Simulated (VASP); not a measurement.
# AlGaN2 (P-4m2) in VASP: a series of runs

AlGaN2 is run at these levels: LDA; tasks: single point.

Everything below comes from runs of VASP 6.6.1. Logs are shortened: lines on timing, memory, paths and dates and some standing lists are left out, and cuts for length are marked.

## (1) The cell of the first run

Symmetry: P-4m2, No. 115, tetragonal system. The conventional cell has a = 3.271 Å, b = 3.271 Å, c = 4.494 Å, α = 90.00°, β = 90.00°, γ = 90.00°. Al (site symmetry -4m2) has 4 N at 1.96 Å within 2.6 Å. Within 2.7 Å of Ga (site symmetry -4m2) lie 4 N at 2.01 Å. Within 2.6 Å of N (site symmetry 2mm) lie 2 Al at 1.96 Å and 2 Ga at 2.01 Å.

## (2) Single point, LDA (strain +0.050 along x and y, +0.025 along z)

INCAR reads:

```
PREC = Accurate
ENCUT = 520
EDIFF = 1E-6
ISMEAR = 0
SIGMA = 0.05
LREAL = F
LASPH = T
NELM = 100
ALGO = Normal
ISIF = 2
LWAVE = F
LCHARG = F
NBANDS = 21
```

KPOINTS reads:

```
regular mesh
0
Gamma
  8 8 6
```

POSCAR reads:

```
AlGaN2
1.0
    3.2710507927      0.0000000000      0.0000000000
    0.0000000000      3.2710507927      0.0000000000
    0.0000000000      0.0000000000      4.4939384225
Al Ga N
1 1 2
Direct
    0.5000000000      0.5000000000      0.5000000000
    0.0000000000      0.0000000000      0.0000000000
    0.5000000000      0.0000000000      0.7400513246
    0.0000000000      0.5000000000      0.2599486754
```

Potentials or basis: VASP PAW LDA potentials, release 64 (Al, Ga_d, N).

Command:

```
> cat potpaw_LDA.64/Al/POTCAR potpaw_LDA.64/Ga_d/POTCAR potpaw_LDA.64/N/POTCAR > POTCAR
> mpirun -np 1 vasp_std > vasp.out
```

OUTCAR:

```text
PREC = Accurate
   ENCUT = 520
   EDIFF = 1E-6
   ISMEAR = 0
   LREAL = F
   LASPH = T
   NELM = 100
   ISIF = 2

 ion  position               nearest neighbor table
   1  0.500  0.500  0.500-   3 1.96   4 1.96   3 1.96   4 1.96
   2  0.000  0.000  0.000-   3 2.01   4 2.01   4 2.01   3 2.01
   3  0.500  0.000  0.740-   1 1.96   1 1.96   2 2.01   2 2.01
   4  0.000  0.500  0.260-   1 1.96   1 1.96   2 2.01   2 2.01

  LATTYP: Found a simple tetragonal cell.
 ALAT       =     3.2710507927
 C/A-ratio  =     1.3738516175

  Lattice vectors:

 A1 = (   3.2710507927,   0.0000000000,   0.0000000000)
 A2 = (   0.0000000000,   3.2710507927,   0.0000000000)
 A3 = (   0.0000000000,   0.0000000000,   4.4939384225)

Analysis of symmetry for initial positions (statically):
=====================================================================
 Subroutine PRICEL returns:
 Original cell was already a primitive cell.

 Routine SETGRP: Setting up the symmetry group for a
 simple tetragonal supercell.

 Subroutine GETGRP returns: Found  8 space group operations
 (whereof  8 operations were pure point group operations)
 out of a pool of 16 trial point group operations.

The static configuration has the point symmetry D_2d.

Analysis of symmetry for dynamics (positions and initial velocities):
=====================================================================
 Subroutine PRICEL returns:
 Original cell was already a primitive cell.

 Routine SETGRP: Setting up the symmetry group for a
 simple tetragonal supercell.

 Subroutine GETGRP returns: Found  8 space group operations
 (whereof  8 operations were pure point group operations)
 out of a pool of 16 trial point group operations.

The dynamic configuration has the point symmetry D_2d.

 Subroutine INISYM returns: Found  8 space group operations
 (whereof  8 operations are pure point group operations),
 and found     1 'primitive' translations

----------------------------------------------------------------------------------------

                                     Primitive cell

  volume of cell :      48.0841

  direct lattice vectors                    reciprocal lattice vectors
     3.271050793  0.000000000  0.000000000     0.305712159  0.000000000  0.000000000
     0.000000000  3.271050793  0.000000000     0.000000000  0.305712159  0.000000000
     0.000000000  0.000000000  4.493938423     0.000000000  0.000000000  0.222521963

  length of vectors
     3.271050793  3.271050793  4.493938423     0.305712159  0.305712159  0.222521963

  position of ions in fractional coordinates (direct lattice)
     0.500000000  0.500000000  0.500000000
     0.000000000  0.000000000  0.000000000
     0.500000000  0.000000000  0.740051325
     0.000000000  0.500000000  0.259948675

  ion indices of the primitive-cell ions
   primitive index   ion index
                 1           1
                 2           2
                 3           3
                 4           4

----------------------------------------------------------------------------------------

 KPOINTS: regular mesh

Automatic generation of k-mesh.
 Grid dimensions read from file:
 generate k-points for:    8    8    6

 Generating k-lattice:

  Cartesian coordinates                     Fractional coordinates (reciprocal lattice)
     0.038214020  0.000000000  0.000000000     0.125000000  0.000000000  0.000000000
     0.000000000  0.038214020  0.000000000     0.000000000  0.125000000  0.000000000
     0.000000000  0.000000000  0.037086994     0.000000000  0.000000000  0.166666667

  Length of vectors
     0.038214020  0.038214020  0.037086994

  Shift w.r.t. Gamma in fractional coordinates (k-lattice)
     0.000000000  0.000000000  0.000000000

 Subroutine IBZKPT returns following result:
 ===========================================

 Found     60 irreducible k-points:

 Following reciprocal coordinates:
            Coordinates               Weight
  0.000000  0.000000  0.000000      1.000000
  0.125000  0.000000  0.000000      4.000000
  0.250000  0.000000  0.000000      4.000000
[... 48 lines left out ...]
      5      -8.6475      2.00000
      6      -8.5294      2.00000
[... 13 lines left out ...]
     20      16.2870      0.00000
     21      17.9322      0.00000

 k-point     2 :       0.1250    0.0000    0.0000
  band No.  band energies     occupation
      1     -10.1334      2.00000
      2      -9.3791      2.00000
      3      -8.6861      2.00000
      4      -8.6791      2.00000
      5      -8.6312      2.00000
      6      -8.5372      2.00000
[... 13 lines left out ...]
     20      16.1199      0.00000
     21      17.5766      0.00000

 k-point     3 :       0.2500    0.0000    0.0000
  band No.  band energies     occupation
      1      -9.8601      2.00000
      2      -9.3760      2.00000
      3      -8.6820      2.00000
      4      -8.6484      2.00000
      5      -8.5561      2.00000
      6      -8.5361      2.00000
[... 13 lines left out ...]
     20      15.5974      0.00000
     21      16.7731      0.00000

 k-point     4 :       0.3750    0.0000    0.0000
  band No.  band energies     occupation
      1      -9.6033      2.00000
      2      -9.3743      2.00000
      3      -8.6777      2.00000
      4      -8.6232      2.00000
      5      -8.5748      2.00000
      6      -8.2266      2.00000
[... 13 lines left out ...]
     20      15.2965      0.00000
     21      15.9795      0.00000

 k-point     5 :       0.5000    0.0000    0.0000
  band No.  band energies     occupation
      1      -9.5205      2.00000
      2      -9.3656      2.00000
      3      -8.6759      2.00000
      4      -8.6136      2.00000
      5      -8.5826      2.00000
      6      -7.8278      2.00000
[... 13 lines left out ...]
     20      15.4530      0.00000
     21      15.5022      0.00000
[... 382 lines left out ...]
     20      15.3744      0.00000
     21      16.8191      0.00000

 k-point    22 :       0.2500    0.1250    0.1667
  band No.  band energies     occupation
      1      -9.7397      2.00000
      2      -9.3512      2.00000
      3      -8.6940      2.00000
      4      -8.6197      2.00000
      5      -8.5701      2.00000
      6      -8.4533      2.00000
[... 13 lines left out ...]
     20      15.6562      0.00000
     21      16.2779      0.00000

 k-point    23 :       0.3750    0.1250    0.1667
  band No.  band energies     occupation
      1      -9.5598      2.00000
      2      -9.3471      2.00000
      3      -8.6831      2.00000
      4      -8.6013      2.00000
      5      -8.5881      2.00000
      6      -8.0946      2.00000
[... 13 lines left out ...]
     20      15.6823      0.00000
     21      15.9368      0.00000

 k-point    24 :       0.5000    0.1250    0.1667
  band No.  band energies     occupation
      1      -9.5051      2.00000
      2      -9.3406      2.00000
      3      -8.6789      2.00000
      4      -8.5964      2.00000
      5      -8.5934      2.00000
      6      -7.7161      2.00000
[... 13 lines left out ...]
     20      15.6597      0.00000
     21      15.7620      0.00000

 [... further k-points ...]
[... 5 lines left out ...]
  --------------------------------------------------------------------------------------
  -------------------------------------------------------------------------------------
  Total       -6.0861187     -6.0861187     -5.0607697      0.0000000      0.0000000      0.0000000
  in kB     -202.7912950   -202.7912950   -168.6263579      0.0000000      0.0000000      0.0000000
  external PRESSURE =    -191.4029826 kB  Pullay stress =       0.0000000 kB

 VOLUME and BASIS-vectors are now :
 -----------------------------------------------------------------------------
  energy-cutoff  :      520.00
  volume of cell :       48.08
      direct lattice vectors                 reciprocal lattice vectors
     3.271050793  0.000000000  0.000000000     0.305712159  0.000000000  0.000000000
     0.000000000  3.271050793  0.000000000     0.000000000  0.305712159  0.000000000
     0.000000000  0.000000000  4.493938423     0.000000000  0.000000000  0.222521963

 POSITION                                       TOTAL-FORCE (eV/Angst)
 -----------------------------------------------------------------------------------
      1.63553      1.63553      2.24697         0.000000      0.000000      0.000000
      0.00000      0.00000      0.00000         0.000000     -0.000000      0.000000
      1.63553      0.00000      3.32575         0.000000     -0.000000     -0.050629
      0.00000      1.63553      1.16819        -0.000000     -0.000000      0.050629
 -----------------------------------------------------------------------------------
    total drift:                                0.000000      0.000000      0.000000

  FREE ENERGIE OF THE ION-ELECTRON SYSTEM (eV)
  ---------------------------------------------------
  free  energy   TOTEN  =       -29.9569042249 eV

  energy  without entropy=      -29.9569042249  energy(sigma->0) =      -29.95690422
```

Run time: 14 s. Hardware: 1 thread of Intel Xeon 6975P-C (Granite Rapids), shared host; peak memory 0.18 GiB.

Results:

* Free energy: -29.9569 eV
* Pressure: -19.1 GPa
* Largest force: 0.051 eV/Å
* Band gap on the k mesh: 2.20 eV, direct

Forces on the atoms (eV/Å):
```
Al   0.000  0.000  0.000
Ga   0.000  0.000  0.000
N    0.000  0.000 -0.051
N    0.000  0.000  0.051
```

Levels at points of the mesh, in eV from the valence-band top:
| k point | band 9 | band 10 | band 11 | band 12 | band 13 | band 14 | band 15 | band 16 | band 17 | band 18 |
| --- | --- | --- | --- | --- | --- | --- | --- | --- | --- | --- |
| (0.00, 0.00, 0.00) | -2.21 | -2.21 | -0.06 | 0.00 | 0.00 | 2.20 | 3.34 | 6.66 | 10.40 | 10.40 |
| (0.50, 0.00, 0.00) | -4.14 | -2.57 | -2.53 | -0.95 | -0.71 | 6.17 | 6.75 | 7.41 | 7.42 | 9.63 |
| (0.50, 0.50, 0.00) | -4.75 | -1.98 | -1.98 | -1.97 | -1.97 | 3.27 | 3.27 | 5.82 | 8.21 | 11.45 |
| (0.00, 0.00, 0.50) | -2.40 | -1.44 | -1.44 | -0.99 | -0.99 | 4.83 | 4.94 | 7.02 | 8.23 | 11.03 |
| (0.50, 0.00, 0.50) | -5.70 | -0.92 | -0.68 | -0.59 | -0.44 | 4.40 | 5.77 | 8.55 | 8.78 | 9.45 |
| (0.50, 0.50, 0.50) | -4.17 | -3.54 | -2.96 | -2.89 | -2.89 | 6.05 | 6.05 | 7.80 | 10.25 | 10.27 |

Caveat: the cell differs from its parent crystal (strain +0.050 along x and y, +0.025 along z).

## (3) Single point, LDA (strain +0.050 along x and y, +0.050 along z)

INCAR reads:

```
PREC = Accurate ; ENCUT = 520
EDIFF = 1E-6 ; ISMEAR = 0
SIGMA = 0.05 ; LREAL = False
LASPH = True ; NELM = 80
ALGO = Normal ; ISIF = 2
LWAVE = False ; LCHARG = False
NBANDS = 21
```

KPOINTS reads:

```
Automatic mesh
0
Gamma
  8 8 6
```

Changes to POSCAR since step 2:

```diff
@@ -4,3 +4,3 @@
     0.0000000000      3.2710507927      0.0000000000
-    0.0000000000      0.0000000000      4.4939384225
+    0.0000000000      0.0000000000      4.6035466767
 Al Ga N
```

Potentials or basis: VASP PAW LDA potentials, release 64 (Al, Ga_d, N).

Command:

```
> cat potpaw_LDA.64/Al/POTCAR potpaw_LDA.64/Ga_d/POTCAR potpaw_LDA.64/N/POTCAR > POTCAR
> mpirun -np 1 vasp_std > vasp.out
```

Wall time 14 s (1 thread of Intel Xeon 6975P-C (Granite Rapids), shared host); peak memory 0.18 GiB.

It converged, with:

| Property | Result |
| --- | --- |
| Free energy | -29.8166 eV |
| Pressure | -21.8 GPa |
| Largest force | 0.024 eV/Å |
| Band gap on the k mesh | 2.01 eV, direct |

Forces in eV/Å, atoms in the order of the input:
```
Al   0.000  0.000  0.000
Ga   0.000  0.000  0.000
N    0.000  0.000 -0.024
N    0.000  0.000  0.024
```

Stress tensor (GPa, compression positive):
```
-21.93   0.00   0.00
  0.00 -21.93   0.00
  0.00   0.00 -21.63
```

Levels at points of the mesh, in eV from the valence-band top:
| k point | band 11 | band 12 | band 13 | band 14 | band 15 | band 16 |
| --- | --- | --- | --- | --- | --- | --- |
| (0.00, 0.00, 0.00) | -0.15 | 0.00 | 0.00 | 2.01 | 3.36 | 6.73 |
| (0.50, 0.00, 0.00) | -2.62 | -0.88 | -0.62 | 5.98 | 6.65 | 7.35 |
| (0.50, 0.50, 0.00) | -2.02 | -2.01 | -2.01 | 3.19 | 3.19 | 5.51 |
| (0.00, 0.00, 0.50) | -1.35 | -0.92 | -0.92 | 4.67 | 4.72 | 6.89 |
| (0.50, 0.00, 0.50) | -0.76 | -0.56 | -0.52 | 4.20 | 5.59 | 8.40 |
| (0.50, 0.50, 0.50) | -2.91 | -2.84 | -2.84 | 5.83 | 5.83 | 7.48 |

Caveat: the cell differs from its parent crystal (strain +0.050 along x and y, +0.050 along z).

## (4) Single point, LDA (strain -0.050 along x and y, -0.050 along z)

INCAR reads:

```
SYSTEM = AlGaN2
PREC     = Accurate       ! precision mode
ENCUT    = 520            ! plane-wave cutoff, eV
EDIFF    = 1E-6           ! SCF threshold, eV
ISMEAR   = 0              ! smearing method
SIGMA    = 0.05           ! smearing width, eV
LREAL    = .False.        ! projectors in reciprocal space
LASPH    = .True.         ! aspherical terms in the spheres
NELM     = 100            ! most SCF steps
ALGO     = Normal         ! electronic algorithm
ISIF     = 2              ! what is computed and relaxed
LWAVE    = .False.        ! write WAVECAR
LCHARG   = .True.         ! write CHGCAR
GGA      = CA             ! functional
LELF     = .True.         ! ELF
LVHAR    = .True.       
NBANDS   = 21             ! bands
```

KPOINTS reads:

```
Automatic mesh
0
Gamma
  8 8 6
  0 0 0
```

POSCAR reads:

```
AlGaN2
1.0
    2.9595221457      0.0000000000      0.0000000000
    0.0000000000      2.9595221457      0.0000000000
    0.0000000000      0.0000000000      4.1651136599
Al Ga N
1 1 2
Direct
    0.5000000000      0.5000000000      0.5000000000
    0.0000000000      0.0000000000      0.0000000000
    0.5000000000      0.0000000000      0.7400513246
    0.0000000000      0.5000000000      0.2599486754
```

Command:

```
> cat potpaw_LDA.64/Al/POTCAR potpaw_LDA.64/Ga_d/POTCAR potpaw_LDA.64/N/POTCAR > POTCAR
> mpirun -np 1 vasp_std > vasp.out
```

Run time: 31 s. Hardware: 1 thread of Intel Xeon 8259CL, shared host; peak memory 0.17 GiB.

Results (log left out):

* Free energy: -29.5418 eV
* Pressure: 45.1 GPa
* Largest force: 0.145 eV/Å
* Band gap on the k mesh: 3.27 eV, indirect (least direct gap 3.63 eV)

Forces in eV/Å, atoms in the order of the input:
```
Al   0.000  0.000  0.000
Ga   0.000  0.000  0.000
N    0.000  0.000 -0.145
N    0.000  0.000  0.145
```

Stress tensor (GPa, compression positive):
```
45.32  0.00  0.00
 0.00 45.32  0.00
 0.00  0.00 44.76
```

Levels at points of the mesh, in eV from the valence-band top:
```
           k point  band 10  band 11  band 12  band 13  band 14  band 15  band 16  band 17
(0.00, 0.00, 0.00)    -2.82    -0.35     0.00     0.00     3.63     4.25     8.41    12.54
(0.50, 0.00, 0.00)    -3.52    -3.31    -1.16    -0.86     7.66     8.35     8.98     9.61
(0.50, 0.50, 0.00)    -2.80    -2.75    -2.75    -2.70     3.27     3.27     7.23     9.47
(0.00, 0.00, 0.50)    -1.96    -1.96    -1.13    -1.13     5.98     6.10     9.47    10.17
(0.50, 0.00, 0.50)    -1.14    -1.07    -0.68    -0.68     6.61     7.87    10.03    10.45
(0.50, 0.50, 0.50)    -4.83    -3.99    -3.99    -3.86     6.50     6.50    10.87    11.64
```

Caveat: the cell differs from its parent crystal (strain -0.050 along x and y, -0.050 along z). A k mesh can miss the band edges.

## (5) Single point, LDA (strain -0.050 along x and y, -0.025 along z)

INCAR reads:

```
SYSTEM = AlGaN2
  PREC = Accurate
  ENCUT = 520
  EDIFF = 1E-6
  ISMEAR = 0
  SIGMA = 0.05
  LREAL = .False.
  LASPH = .True.
  NELM = 100
  ALGO = Normal
  ISIF = 2
  LWAVE = .False.
  LCHARG = .True.
  LELF = .True.
  LVHAR = .True.
  NBANDS = 21
```

KPOINTS reads:

```
regular mesh
0
Gamma
  8 8 6
  0 0 0
```

Changes to POSCAR since step 4:

```diff
@@ -4,3 +4,3 @@
     0.0000000000      2.9595221457      0.0000000000
-    0.0000000000      0.0000000000      4.1651136599
+    0.0000000000      0.0000000000      4.2747219141
 Al Ga N
```

Command:

```
> cat potpaw_LDA.64/Al/POTCAR potpaw_LDA.64/Ga_d/POTCAR potpaw_LDA.64/N/POTCAR > POTCAR
> mpirun -np 1 vasp_std > vasp.out
```

Run time: 41 s. Hardware: 1 thread of Intel Xeon 8259CL, shared host; peak memory 0.17 GiB.

The run converged. Its results:

```yaml
Free_energy: -29.7768 eV
Pressure: 35.8 GPa
Largest_force: 0.057 eV/Å
Band_gap_on_the_k_mesh: 3.17 eV, indirect (least direct gap 3.69 eV)
```

Forces on the atoms (eV/Å):
```
Al   0.000  0.000  0.000
Ga   0.000  0.000  0.000
N    0.000  0.000 -0.057
N    0.000  0.000  0.057
```

Stress tensor (GPa, compression positive):
```
36.95  0.00  0.00
 0.00 36.95  0.00
 0.00  0.00 33.44
```

Levels at points of the mesh, in eV from the valence-band top:
```tsv
k point	band 11	band 12	band 13	band 14	band 15	band 16
(0.00, 0.00, 0.00)	-0.44	0.00	0.00	3.69	4.00	8.53
(0.50, 0.00, 0.00)	-3.43	-1.05	-0.74	7.62	8.23	8.97
(0.50, 0.50, 0.00)	-2.78	-2.78	-2.75	3.17	3.17	6.86
(0.00, 0.00, 0.50)	-1.83	-1.05	-1.05	5.82	5.87	9.21
(0.50, 0.00, 0.50)	-1.04	-0.85	-0.59	6.31	7.61	9.87
(0.50, 0.50, 0.50)	-3.89	-3.89	-3.80	6.22	6.22	10.45
```

Caveat: the cell differs from its parent crystal (strain -0.050 along x and y, -0.025 along z).

## (6) Single point, LDA (strain -0.050 along x and y, +0.000 along z)

INCAR reads:

```
SYSTEM = AlGaN2
ALGO = Normal ; EDIFF = 1E-7
ENCUT = 520 ; ISIF = 2
ISMEAR = 0 ; LASPH = .True.
LCHARG = .False. ; LREAL = .False.
LWAVE = .False. ; NBANDS = 21
NELM = 60 ; PREC = Accurate
SIGMA = 0.05
```

KPOINTS reads:

```
k-points
0
Gamma
  8 8 6
  0 0 0
```

Changes to POSCAR since step 5:

```diff
@@ -4,3 +4,3 @@
     0.0000000000      2.9595221457      0.0000000000
-    0.0000000000      0.0000000000      4.2747219141
+    0.0000000000      0.0000000000      4.3843301683
 Al Ga N
```

Potentials or basis: VASP PAW LDA potentials, release 64 (Al, Ga_d, N).

Command:

```
> cat potpaw_LDA.64/Al/POTCAR potpaw_LDA.64/Ga_d/POTCAR potpaw_LDA.64/N/POTCAR > POTCAR
> mpirun -np 1 vasp_std > vasp.out
```

It took 48 s on 1 thread of Intel Xeon 8259CL, shared host; peak memory 0.17 GiB.

Results (log left out):

```yaml
Free_energy: -29.9448 eV
Pressure: 27.3 GPa
Largest_force: 0.017 eV/Å
Band_gap_on_the_k_mesh: 3.08 eV, indirect (least direct gap 3.74 eV)
```

Forces on the atoms (eV/Å):
```
Al   0.000  0.000  0.000
Ga   0.000  0.000  0.000
N    0.000  0.000  0.017
N    0.000  0.000 -0.017
```

Stress tensor (GPa, compression positive):
```
29.73  0.00  0.00
 0.00 29.73  0.00
 0.00  0.00 22.46
```

Levels at points of the mesh, in eV from the valence-band top:
```csv
k point,band 9,band 10,band 11,band 12,band 13,band 14,band 15,band 16,band 17,band 18
"(0.00, 0.00, 0.00)",-2.45,-2.45,-0.54,0.00,0.00,3.74,3.76,8.64,12.02,12.02
"(0.50, 0.00, 0.00)",-5.01,-3.63,-3.53,-0.95,-0.63,7.56,8.06,8.99,9.42,10.34
"(0.50, 0.50, 0.00)",-5.29,-2.89,-2.82,-2.82,-2.79,3.08,3.08,6.50,8.98,13.70
"(0.00, 0.00, 0.50)",-2.92,-1.71,-1.71,-0.98,-0.98,5.66,5.67,8.87,10.17,11.27
"(0.50, 0.00, 0.50)",-7.04,-1.27,-1.03,-0.94,-0.50,5.96,7.27,9.72,10.12,10.46
"(0.50, 0.50, 0.50)",-4.71,-4.70,-3.81,-3.81,-3.74,5.97,5.97,10.01,11.15,11.15
```

Caveat: the cell differs from its parent crystal (strain -0.050 along x and y, +0.000 along z). A k mesh can miss the band edges.

## (7) Overview

| cell | gap on the mesh (eV) | pressure (GPa) | largest force (eV/Å) |
| --- | --- | --- | --- |
| a = 3.271, b = 3.271, c = 4.494 Å, 4 atoms | 2.20 | -19.1 | 0.05 |
| a = 3.271, b = 3.271, c = 4.604 Å, 4 atoms | 2.01 | -21.8 | 0.02 |
| a = 2.960, b = 2.960, c = 4.165 Å, 4 atoms | 3.27 | 45.1 | 0.15 |
| a = 2.960, b = 2.960, c = 4.275 Å, 4 atoms | 3.17 | 35.8 | 0.06 |
| a = 2.960, b = 2.960, c = 4.384 Å, 4 atoms | 3.08 | 27.3 | 0.02 |

Alike in all rows: task single point; level LDA; potentials or basis VASP PAW LDA potentials, release 64 (Al, Ga_d, N); no spin polarisation; k mesh 8 × 8 × 6; cutoff (eV) 520; smearing gaussian 0.05 eV.

Absolute energies hang on the potentials; compare differences alone.
